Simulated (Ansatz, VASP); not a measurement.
# One calculation of Tl, two programs

```
Tl
1.0
     0.00000    3.36971    3.36971
     3.36971    0.00000    3.36971
     3.36971    3.36971    0.00000
Tl
2
Cartesian
  -0.8424 -0.8424 -0.8424
  0.8424 0.8424 0.8424
```

Alike in both runs: functional LDA; k mesh 11 × 11 × 11; occupations fermi-dirac, width 0.05 eV; no spin polarisation.

Ansatz relaxed the structure, and its values are those at the end. VASP's run is a single point on that final structure, the one shown.

```csv
,VASP,Ansatz
version,VASP 6.6.1,Ansatz 0.2.0
potentials or method,"VASP PAW LDA potentials, release 64 (Tl_d)","PAW with Ansatz's default frozen-core files, scalar-relativistic"
plane-wave cutoff (eV),520,420
valence electrons in the cell,26,26
```

|  | VASP | Ansatz | Ansatz less VASP |
| --- | --- | --- | --- |
| pressure (GPa) | 0.0 | 0.0 | -0.02 |

LDA's correlation is that of Perdew and Zunger in VASP and of Perdew and Wang (1992) in Ansatz.

Neither program's run includes spin-orbit coupling.
